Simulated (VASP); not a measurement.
**Si: relaxation of cell and atoms with r2SCAN**

The system is Si.

```
Si
1.0
    -1.56500    1.56500    1.56500
     1.56500   -1.56500    1.56500
     1.56500    1.56500   -1.56500
Si
1
Cartesian
  0.0000 0.0000 0.0000
```

This isn't the form of Si at room conditions, which is diamond.

```
Program                : VASP 6.6.1
Task                   : relaxation of cell and atoms
Functional             : r2SCAN
Potentials or basis    : VASP PAW PBE potentials, release 64 (Si)
Cutoff                 : 550 eV
k mesh                 : 10 × 10 × 10
Occupations            : methfessel-paxton, width 0.05 eV
Spin                   : no spin polarisation
Target pressure        : 10 GPa
Dipole correction      : no
Further INCAR settings : ALGO = Normal; EDIFF = 1e-07; IBRION = 2; EDIFFG = -0.01; NSW = 60; ISIF = 3
```

The relaxed volume is 13.03 Å³/atom. The relaxed cell is a = 2.568 Å, b = 2.568 Å, c = 2.568 Å, α = 109.47°, β = 109.47°, γ = 109.47°. The space group after relaxing (to 0.1 Å) is Im-3m (No. 229), the energy change on relaxing (the run minimises the enthalpy) is +3.1 meV/atom and the ionic steps are 15. The pressure after relaxing is 9.9 GPa. The band gap on the k mesh is zero (bands 2 and 3 overlap by 18.16 eV).

Step by step:
```tsv
step	energy change (eV)	largest force (eV/Å)	pressure (GPa)	volume (Å³)
1	0.0000	0.0000	-6.74	15.33
2	0.0994	0.0000	22.01	12.04
3	0.0052	0.0000	10.23	13.00
4	0.0025	0.0000	9.75	13.04
5	0.0025	0.0000	9.76	13.04
6	0.0026	0.0000	9.78	13.04
7	0.0026	0.0000	9.77	13.04
8	0.0026	0.0000	9.77	13.04
9	0.0026	0.0000	9.78	13.04
10	0.0026	0.0000	9.78	13.04
11	0.0026	0.0000	9.78	13.04
12	0.0027	0.0000	9.78	13.04
13	0.0027	0.0000	9.80	13.04
14	0.0028	0.0000	9.82	13.03
15	0.0031	0.0000	9.88	13.03
```

Final structure:
```
Si
1.0
    -1.48239    1.48239    1.48239
     1.48239   -1.48239    1.48239
     1.48239    1.48239   -1.48239
Si
1
Cartesian
  0.0000 0.0000 0.0000
```

Levels at points of the mesh, in eV from the Fermi level:
```csv
k point,band 1,band 2,band 3,band 4,band 5,band 6
"(0.00, 0.00, 0.00)",-16.31,13.85,13.85,13.96,13.96,13.96
"(0.50, 0.00, 0.00)",-7.80,-7.54,6.66,8.06,9.48,11.41
"(0.50, 0.50, 0.50)",-0.58,-0.58,-0.58,1.90,1.90,2.97
```

It took 110 s on 1 thread of Intel(R) Xeon(R) Platinum 8259CL CPU @ 2.50GHz (Skylake/Cascade Lake), on a shared host, peak memory 0.14 GiB.

Caveat: the cell is relaxed towards a set pressure, so the run minimises the enthalpy, not the energy; the volume moved by over 15 % at a fixed basis, so the end points are rough; the PAW data sets were made with another functional, which shifts forces and pressure a little.
